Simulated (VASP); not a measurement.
Here is a VASP 6.6.1 calculation.

Contents of INCAR:

```
  ALGO = Normal
  EDIFF = 1E-7
  EDIFFG = -0.01
  ENCUT = 600
  GGA = PE
  IBRION = 2
  ISIF = 3
  ISMEAR = 0
  LASPH = T
  LCHARG = F
  LREAL = F
  LWAVE = F
  NELM = 60
  NSW = 100
  PREC = Accurate
  SIGMA = 0.1
```

The input KPOINTS:

```
k-points
0
Gamma
  12 12 4
```

POSCAR

```
SrAl3O2
1.0
    3.0757661325      0.0000000000      0.0000000000
   -1.5378830663      2.6636916069      0.0000000000
    0.0000000000      0.0000000000     10.3456784847
Sr Al O
1 3 2
Direct
    0.0000000000      0.0000000000      0.0000000000
    0.6666666667      0.3333333333      0.2939331153
    0.3333333333      0.6666666667      0.7060668847
    0.0000000000      0.0000000000      0.5000000000
    0.6666666667      0.3333333333      0.8027270804
    0.3333333333      0.6666666667      0.1972729196
```

Potentials or basis: VASP PAW PBE potentials, release 64 (Sr_sv, Al, O).

Launch:

```sh
$ cat potpaw_PBE.64/Sr_sv/POTCAR potpaw_PBE.64/Al/POTCAR potpaw_PBE.64/O/POTCAR > POTCAR
$ mpirun -np 1 vasp_std > vasp.out
```

Q: Predict the space group after relaxing (to 0.1 Å).

A: P-3m1 (No. 164).

Q: What does it give for the band gap on the k mesh?

A: Zero (an odd number of electrons rules out a gap without spin polarisation).

Q: What does it give for the relaxed cell?

A: a = 3.073 Å, b = 3.073 Å, c = 10.274 Å, α = 90.00°, β = 90.00°, γ = 120.00°.

Q: Predict the relaxed volume.

A: 14.00 Å³/atom.

Stress tensor (GPa, compression positive):
```
-0.07  0.00  0.00
 0.00 -0.07  0.00
 0.00  0.00  0.01
```

Caveat: an odd number of electrons without spin polarisation forces a metal; a magnetic or distorted state may lie lower.
